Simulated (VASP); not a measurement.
# SiSn2Se4 (I4/mmm) in VASP: notebook

SiSn2Se4 is run at these levels: PBE; tasks: single point, relaxation of cell and atoms.

Program: VASP 6.6.1. These are calculated values, not measurements. Logs are shortened: lines on timing, memory, paths and dates and some standing lists are left out, and cuts for length are marked.

## (1) The cell of the first run

The structure is tetragonal, space group I4/mmm (No. 139). Conventional cell: a = 4.610 Å, b = 4.610 Å, c = 14.213 Å, α = 90.00°, β = 90.00°, γ = 90.00°. Within 3.0 Å of Si (site symmetry 4/mmm) lie 6 Se at 2.30 to 2.33 Å. Within 3.4 Å of Sn (site symmetry 4mm) lie 9 Se at 2.60 to 3.26 Å. Se (site symmetry 4mm) has 1 Si at 2.33 Å and 1 Sn at 2.60 Å within 3.1 Å. Se (site symmetry mmm) has 2 Si at 2.30 Å within 3.0 Å.

## (2) Single point, PBE

Contents of INCAR:

```
SYSTEM = SiSn2Se4
PREC = Accurate ; ENCUT = 520
EDIFF = 1E-7 ; ISMEAR = 0
SIGMA = 0.1 ; LREAL = .FALSE.
LASPH = .TRUE. ; NELM = 60
ALGO = Normal ; ISIF = 2
LWAVE = .FALSE. ; LCHARG = .TRUE.
GGA = PE ; LELF = .TRUE.
LVHAR = .TRUE. ; NBANDS = 37
```

Contents of KPOINTS:

```
Automatic mesh
0
G
  6 6 6
  0 0 0
```

Contents of POSCAR:

```
SiSn2Se4
1.0
   -2.3048383800      2.3048383800      7.1063319600
    2.3048383800     -2.3048383800      7.1063319600
    2.3048383800      2.3048383800     -7.1063319600
Si Sn Se
1 2 4
Direct
    0.0000000000      0.0000000000      0.0000000000
    0.3468770000      0.3468770000      0.0000000000
    0.6531230000      0.6531230000      0.0000000000
    0.8361940000      0.8361940000      0.0000000000
    0.0000000000      0.5000000000      0.5000000000
    0.5000000000      0.0000000000      0.5000000000
    0.1638060000      0.1638060000      0.0000000000
```

Potentials or basis: VASP PAW PBE potentials, release 64 (Si, Sn_d, Se).

Run with:

```console
> cat potpaw_PBE.64/Si/POTCAR potpaw_PBE.64/Sn_d/POTCAR potpaw_PBE.64/Se/POTCAR > POTCAR
> mpirun -np 1 vasp_std > vasp.out
```

OUTCAR:

```text
SYSTEM = SiSn2Se4
   PREC = Accurate
   ENCUT = 520
   EDIFF = 1E-7
   ISMEAR = 0
   LREAL = .FALSE.
   LASPH = .TRUE.
   NELM = 60
   ISIF = 2
   GGA = PE

 ion  position               nearest neighbor table
   1  0.000  0.000  0.000-   5 2.30   6 2.30   5 2.30   6 2.30   4 2.33   7 2.33
   2  0.347  0.347  0.000-   7 2.60   5 3.17   6 3.17   6 3.17   5 3.17   4 3.26   4 3.26   4 3.26
                             4 3.26
   3  0.653  0.653  0.000-   4 2.60   5 3.17   6 3.17   6 3.17   5 3.17   7 3.26   7 3.26   7 3.26
                             7 3.26
   4  0.836  0.836  0.000-   1 2.33   3 2.60   2 3.26   2 3.26   2 3.26   2 3.26
   5  0.000  0.500  0.500-   1 2.30   1 2.30   3 3.17   2 3.17   3 3.17   2 3.17
   6  0.500  0.000  0.500-   1 2.30   1 2.30   3 3.17   2 3.17   2 3.17   3 3.17
   7  0.164  0.164  0.000-   1 2.33   2 2.60   3 3.26   3 3.26   3 3.26   3 3.26

  LATTYP: Found a body centered tetragonal cell.
 ALAT       =     4.6096767600
 C/A-ratio  =     3.0832235447

  Lattice vectors:

 A1 = (  -2.3048383800,   2.3048383800,   7.1063319600)
 A2 = (   2.3048383800,  -2.3048383800,   7.1063319600)
 A3 = (   2.3048383800,   2.3048383800,  -7.1063319600)

Analysis of symmetry for initial positions (statically):
=====================================================================
 Subroutine PRICEL returns:
 Original cell was already a primitive cell.

 Routine SETGRP: Setting up the symmetry group for a
 body centered tetragonal supercell.

 Subroutine GETGRP returns: Found 16 space group operations
 (whereof 16 operations were pure point group operations)
 out of a pool of 16 trial point group operations.

The static configuration has the point symmetry D_4h.

Analysis of symmetry for dynamics (positions and initial velocities):
=====================================================================
 Subroutine PRICEL returns:
 Original cell was already a primitive cell.

 Routine SETGRP: Setting up the symmetry group for a
 body centered tetragonal supercell.

 Subroutine GETGRP returns: Found 16 space group operations
 (whereof 16 operations were pure point group operations)
 out of a pool of 16 trial point group operations.

The dynamic configuration has the point symmetry D_4h.

 Subroutine INISYM returns: Found 16 space group operations
 (whereof 16 operations are pure point group operations),
 and found     1 'primitive' translations

----------------------------------------------------------------------------------------

[... 103 lines left out ...]
   LREAL  =      F    real-space projection
   EDIFFG = 0.1E-05   stopping-criterion for IOM
   NSW    =      0    number of steps for IOM
   IBRION =     -1    ionic relax: 0-MD 1-quasi-New 2-CG
   NFREE  =      0    steps in history (QN), initial steepest desc. (CG)
   ISIF   =      2    stress and relaxation
   ISYM   =      2    0-nonsym 1-usesym 2-fastsym
   POTIM  = 0.5000    time-step for ionic-motion
   TEBEG  =    0.0;   TEEND  =   0.0 temperature during run
   PSTRESS=    0.0 pullay stress
   NELECT =      56.0000    total number of electrons
   NUPDOWN=      -1.0000    fix difference up-down
   EMIN   =  10.00;   EMAX   =-10.00  energy-range for DOS
   EFERMI =   0.00;   METHOD = LEGACY
   ISMEAR =     0;   SIGMA  =   0.10  broadening in eV -4-tet -1-fermi 0-gaus
   EFERMI_NEDOS =   21; number of points for ismear=-14 and -15
   IALGO  =     38    algorithm
   IMIX   =      4    mixing-type and parameters
     AMIX     =   0.40;   BMIX     =  1.00
     AMIX_MAG =   1.60;   BMIX_MAG =  1.00
  volume/ion in A,a.u.               =      21.57       145.57
  Fermi-wavevector in a.u.,A,eV,Ry     =   1.176184  2.222666 18.822428  1.383409
  Thomas-Fermi vector in A             =   2.312552
   LORBIT       =      0    0 simple, 1 ext, 2 COOP (PROOUT), +10 PAW based schemes
   GGA     = PE    functional components
   LHFCALC =     F    Hartree Fock is set to
   AEXX    =    0.0000 exact exchange contribution
   IVDW    =     0    specifies the selected vdW correction
   LEPSILON=     F    determine dielectric tensor
   LRPA    =     F    only Hartree local field effects (RPA)
 non-spin polarized calculation
 Gauss-broadening in eV      SIGMA  =   0.10
  energy-cutoff  :      520.00
  volume of cell :      151.00
 maximum number of plane-waves:      4084
 NGX is ok and might be reduce to    60
   NGX = 29   NGY = 29   NGZ = 29

 number of electron      56.0000001 magnetization

 Free energy of the ion-electron system (eV)
  ---------------------------------------------------
  ext. energy  EPLUGINS =         0.00000000
  ---------------------------------------------------
  free energy    TOTEN  =       -26.69774623 eV

  energy without entropy =      -26.68539720  energy(sigma->0) =      -26.69157171

 E-fermi :   6.5599     XC(G=0): -10.2909

 val. band max:        6.5427452305   @ k =  -0.3333  -0.3333   0.3333
 cond. band min:       6.5901636667   @ k =   0.3333   0.1667   0.1667
 fundamental gap:      0.0474184361
 Fermi energy:         6.5598925457

 k-point     1 :       0.0000    0.0000    0.0000
  band No.  band energies     occupation
      1     -15.0723      2.00000
      2     -15.0602      2.00000
      3     -15.0542      2.00000
      4     -15.0517      2.00000
      5     -15.0487      2.00000
      6     -15.0430      2.00000
[... 949 lines left out ...]
     36      11.5296      0.00000
     37      11.8369      0.00000

 [... further k-points ...]
[... 5 lines left out ...]
  --------------------------------------------------------------------------------------
  -------------------------------------------------------------------------------------
  Total        9.2653303      9.2653303     17.3696573      0.0000000      0.0000000      0.0000000
  in kB       98.3071381     98.3071381    184.2957821      0.0000000      0.0000000      0.0000000
  external PRESSURE =     126.9700194 kB  Pullay stress =       0.0000000 kB

 VOLUME and BASIS-vectors are now :
 -----------------------------------------------------------------------------
  energy-cutoff  :      520.00
  volume of cell :      151.00
      direct lattice vectors                 reciprocal lattice vectors
    -2.304838380  2.304838380  7.106331960     0.000000000  0.216934951  0.070359787
     2.304838380 -2.304838380  7.106331960     0.216934951  0.000000000  0.070359787
     2.304838380  2.304838380 -7.106331960     0.216934951  0.216934951  0.000000000

 POSITION                                       TOTAL-FORCE (eV/Angst)
 -----------------------------------------------------------------------------------
      0.00000      0.00000      0.00000        -0.000000     -0.000000     -0.000000
      0.00000      0.00000      4.93005         0.000000      0.000000      1.343806
      0.00000      0.00000      9.28262        -0.000000     -0.000000     -1.343806
      0.00000      0.00000     11.88454         0.000000      0.000000     -0.910602
      2.30484      0.00000      0.00000        -0.000000     -0.000000     -0.000000
      0.00000      2.30484      0.00000        -0.000000     -0.000000     -0.000000
      0.00000      0.00000      2.32812         0.000000      0.000000      0.910602
 -----------------------------------------------------------------------------------
    total drift:                                0.000000      0.000000     -0.000000

  FREE ENERGIE OF THE ION-ELECTRON SYSTEM (eV)
  ---------------------------------------------------
  free  energy   TOTEN  =       -26.6977462256 eV

  energy  without entropy=      -26.6853971957  energy(sigma->0) =      -26.69157171
```

stdout:

```text
POSCAR found type information on POSCAR SiSnSe
 POSCAR found :  3 types and       7 ions
 scaLAPACK will be used
 LDA part: xc-table for (Slater+PW92), standard interpolation
 POSCAR, INCAR and KPOINTS ok, starting setup
 FFT: planning ... GRIDC
 FFT: planning ... GRID_SOFT
 FFT: planning ... GRID
 WAVECAR not read
 entering main loop
```

Run time: 4.1 min. Hardware: 1 thread of AMD EPYC 9R45 (Zen 5), shared host; peak memory 0.54 GiB.

Results:

```yaml
Free_energy: -26.6977 eV
Pressure: 12.7 GPa
Largest_force: 1.344 eV/Å
Band_gap_on_the_k_mesh: zero (bands 28 and 29 overlap by 2.22 eV)
```

Forces on the atoms (eV/Å):
```
Si   0.000  0.000  0.000
Sn   0.000  0.000  1.344
Sn   0.000  0.000 -1.344
Se   0.000  0.000 -0.911
Se   0.000  0.000  0.000
Se   0.000  0.000  0.000
Se   0.000  0.000  0.911
```

Stress tensor (GPa, compression positive):
```
 9.83  0.00  0.00
 0.00  9.83  0.00
 0.00  0.00 18.43
```

Levels at points of the mesh, in eV from the Fermi level:
```tsv
k point	band 24	band 25	band 26	band 27	band 28	band 29	band 30	band 31	band 32	band 33
(0.00, 0.00, 0.00)	-1.84	-1.77	-1.47	-1.47	-1.21	-1.21	3.55	3.67	3.67	3.68
(0.50, 0.00, 0.00)	-1.87	-1.62	-1.36	-0.97	-0.59	0.57	1.13	1.74	2.23	2.82
(0.50, 0.50, 0.00)	-1.71	-1.18	-0.85	0.14	0.74	1.84	1.93	1.97	3.82	4.00
(0.50, 0.50, 0.50)	-2.37	-1.79	-1.33	-1.33	1.00	1.20	2.44	2.44	2.62	2.93
```

Caveat: the stress differs along the axes, from 10 to 18 GPa; spin-orbit coupling is left out, which moves the levels of the heavy elements; forces of over 1 eV/Å act on the atoms, so gaps and moduli don't describe the material at rest.

## (3) Single point, PBE

This run uses another cell than the first one, of 25.08 Å³/atom.

Contents of INCAR:

```
SYSTEM = SiSn2Se4
  PREC = Accurate
  ENCUT = 520
  EDIFF = 1E-7
  ISMEAR = 0
  SIGMA = 0.1
  LREAL = .False.
  LASPH = .True.
  NELM = 80
  ALGO = Normal
  ISIF = 2
  LWAVE = .False.
  LCHARG = .False.
  GGA = PE
  NBANDS = 37
```

Contents of KPOINTS:

```
regular mesh
0
Gamma
  6 6 6
  0 0 0
```

Contents of POSCAR:

```
SiSn2Se4
1.0
   -2.4333342591      2.4333342591      7.4126937665
    2.4333342591     -2.4333342591      7.4126937665
    2.4333342591      2.4333342591     -7.4126937665
Si Sn Se
1 2 4
Direct
    0.0000000000      0.0000000000      0.0000000000
    0.3638804788      0.3638804788      0.0000000000
    0.6361195212      0.6361195212      0.0000000000
    0.8309111347      0.8309111347      0.0000000000
    0.0000000000      0.5000000000      0.5000000000
    0.5000000000      0.0000000000      0.5000000000
    0.1690888653      0.1690888653      0.0000000000
```

Potentials or basis: VASP PAW PBE potentials, release 64 (Si, Sn_d, Se).

Run with:

```console
> cat potpaw_PBE.64/Si/POTCAR potpaw_PBE.64/Sn_d/POTCAR potpaw_PBE.64/Se/POTCAR > POTCAR
> mpirun -np 1 vasp_std > vasp.out
```

Wall time 5.4 min (1 thread of AMD EPYC 9R45 (Zen 5), shared host); peak memory 0.63 GiB.

The run converged. Its results:

```
Free energy            : -27.8786 eV
Pressure               : 0.0 GPa
Largest force          : 0.020 eV/Å
Band gap on the k mesh : zero (bands 28 and 29 overlap by 0.93 eV)
```

Forces in eV/Å, atoms in the order of the input:
```
Si   0.000  0.000  0.000
Sn   0.000  0.000  0.001
Sn   0.000  0.000 -0.001
Se   0.000  0.000  0.020
Se   0.000  0.000  0.000
Se   0.000  0.000  0.000
Se   0.000  0.000 -0.020
```

Stress tensor (GPa, compression positive):
```
 0.13  0.00  0.00
 0.00  0.13  0.00
 0.00  0.00 -0.12
```

Levels at points of the mesh, in eV from the Fermi level:
| k point | band 24 | band 25 | band 26 | band 27 | band 28 | band 29 | band 30 | band 31 | band 32 | band 33 |
| --- | --- | --- | --- | --- | --- | --- | --- | --- | --- | --- |
| (0.00, 0.00, 0.00) | -1.73 | -1.69 | -1.65 | -1.46 | -0.60 | -0.60 | 2.47 | 3.05 | 3.05 | 3.65 |
| (0.50, 0.00, 0.00) | -1.43 | -1.21 | -0.93 | -0.87 | -0.35 | 0.49 | 1.21 | 1.76 | 2.49 | 2.75 |
| (0.50, 0.50, 0.00) | -1.59 | -0.78 | -0.61 | 0.13 | 0.26 | 1.68 | 1.74 | 1.87 | 3.14 | 3.35 |
| (0.50, 0.50, 0.50) | -1.52 | -1.52 | -1.40 | -1.40 | 0.10 | 0.79 | 2.12 | 2.17 | 2.17 | 2.81 |

Caveat: spin-orbit coupling is left out, which moves the levels of the heavy elements.

## (4) Relaxation of cell and atoms, PBE

Contents of INCAR:

```
PREC = Accurate
ENCUT = 600
EDIFF = 1E-6
ISMEAR = 0
SIGMA = 0.1
LREAL = False
LASPH = True
NELM = 60
ALGO = Normal
ISIF = 3
LWAVE = False
LCHARG = False
GGA = PE
IBRION = 2
NSW = 90
EDIFFG = -0.04
```

Contents of KPOINTS:

```
Automatic mesh
0
Gamma
  6 6 6
```

Contents of POSCAR:

```
SiSn2Se4
1.0
   -2.3048383800      2.3048383800      7.1063319600
    2.3048383800     -2.3048383800      7.1063319600
    2.3048383800      2.3048383800     -7.1063319600
Si Sn Se
1 2 4
Direct
    0.0000000000      0.0000000000      0.0000000000
    0.3468770000      0.3468770000      0.0000000000
    0.6531230000      0.6531230000      0.0000000000
    0.8361940000      0.8361940000      0.0000000000
    0.0000000000      0.5000000000      0.5000000000
    0.5000000000      0.0000000000      0.5000000000
    0.1638060000      0.1638060000      0.0000000000
```

Run with:

```console
> cat potpaw_PBE.64/Si/POTCAR potpaw_PBE.64/Sn_d/POTCAR potpaw_PBE.64/Se/POTCAR > POTCAR
> mpirun -np 1 vasp_std > vasp.out
```

It took 36 min on 1 thread of AMD EPYC 9R45 (Zen 5), shared host; peak memory 0.7 GiB.

The run converged. Its results:

```
Free energy                           : -27.8762 eV
Relaxed volume                        : 25.05 Å³/atom
Relaxed cell                          : a = 8.159 Å, b = 8.159 Å, c = 8.159 Å, α = 145.28°, β = 145.28°, γ = 49.92°
Space group after relaxing (to 0.1 Å) : I4/mmm (No. 139)
Energy gained by relaxing             : 168.3 meV/atom
Ionic steps                           : 14
Pressure after relaxing               : 0.1 GPa
Largest force after relaxing          : 0.038 eV/Å
Band gap on the k mesh                : zero (bands 28 and 29 overlap by 0.92 eV)
```

Forces in eV/Å, atoms in the order of the input:
```
Si   0.000  0.000  0.000
Sn   0.000  0.000 -0.009
Sn   0.000  0.000  0.009
Se   0.000  0.000  0.038
Se   0.000  0.000  0.000
Se   0.000  0.000  0.000
Se   0.000  0.000 -0.038
```

Stress tensor (GPa, compression positive):
```
0.19 0.00 0.00
0.00 0.19 0.00
0.00 0.00 0.02
```

Step by step:
```tsv
step	energy change (eV)	largest force (eV/Å)	pressure (GPa)	volume (Å³)
1	0.0000	1.3438	12.72	151.00
2	-0.8579	0.1426	-3.96	191.43
3	-1.0551	0.3997	-0.34	176.96
4	-1.0743	0.3216	-0.14	175.90
5	-1.0905	0.1620	0.38	173.67
6	-1.1035	0.1333	-0.02	174.89
7	-1.1194	0.1578	-0.94	177.80
8	-1.1259	0.1634	-0.91	177.74
9	-1.1452	0.1760	-0.83	177.54
10	-1.1688	0.1692	-0.54	177.09
11	-1.1705	0.1594	-0.42	176.93
12	-1.1743	0.1242	-0.21	176.29
13	-1.1774	0.0522	0.20	175.01
14	-1.1781	0.0381	0.13	175.33
```

Final structure:
```
CELL_PARAMETERS angstrom
-2.43431 2.43431 7.39695
2.43431 -2.43431 7.39695
2.43431 2.43431 -7.39695
ATOMIC_POSITIONS crystal
Si 0.00000 0.00000 0.00000
Sn 0.36417 0.36417 0.00000
Sn 0.63583 0.63583 0.00000
Se 0.83058 0.83058 0.00000
Se 0.00000 0.50000 0.50000
Se 0.50000 0.00000 0.50000
Se 0.16942 0.16942 0.00000
```

Levels at points of the mesh, in eV from the Fermi level:
```csv
k point,band 26,band 27,band 28,band 29,band 30,band 31
"(0.00, 0.00, 0.00)",-1.66,-1.46,-0.60,-0.60,2.46,3.04
"(0.50, 0.00, 0.00)",-0.94,-0.87,-0.35,0.48,1.21,1.76
"(0.50, 0.50, 0.00)",-0.59,0.10,0.26,1.67,1.73,1.89
"(0.50, 0.50, 0.50)",-1.41,-1.41,0.08,0.80,2.14,2.15
```

Caveat: the volume moved by over 15 % at a fixed basis, so the end points are rough; spin-orbit coupling is left out, which moves the levels of the heavy elements.

## (5) The runs side by side

| task | cell | cutoff (eV) | gap on the mesh (eV) | pressure (GPa) | largest force (eV/Å) |
| --- | --- | --- | --- | --- | --- |
| single point | a = 7.818 Å, angles 145.7, 145.7, 49.3°, 7 atoms, atomic positions A | 520 | none | 12.7 | 1.34 |
| single point | a = 8.173 Å, angles 145.4, 145.4, 49.8°, 7 atoms, atomic positions B | 520 | none | 0.0 | 0.02 |
| relaxation of cell and atoms | relaxed from a = 7.818 Å, angles 145.7, 145.7, 49.3°, 7 atoms, atomic positions A | 600 | none | 0.1 | 0.04 |

Alike in all rows: level PBE; potentials or basis VASP PAW PBE potentials, release 64 (Si, Sn_d, Se); no spin polarisation; k mesh 6 × 6 × 6; smearing gaussian 0.1 eV.

Caveats: spin-orbit coupling is left out, which moves the levels of the heavy elements; the stress differs along the axes, from 10 to 18 GPa (at least some runs); forces of over 1 eV/Å act on the atoms, so gaps and moduli don't describe the material at rest (at least some runs); the volume moved by over 15 % at a fixed basis, so the end points are rough (at least some runs).

Absolute energies hang on the potentials; compare differences alone.

The gap in the log of VASP goes by the Fermi energy; the results here count the filled bands.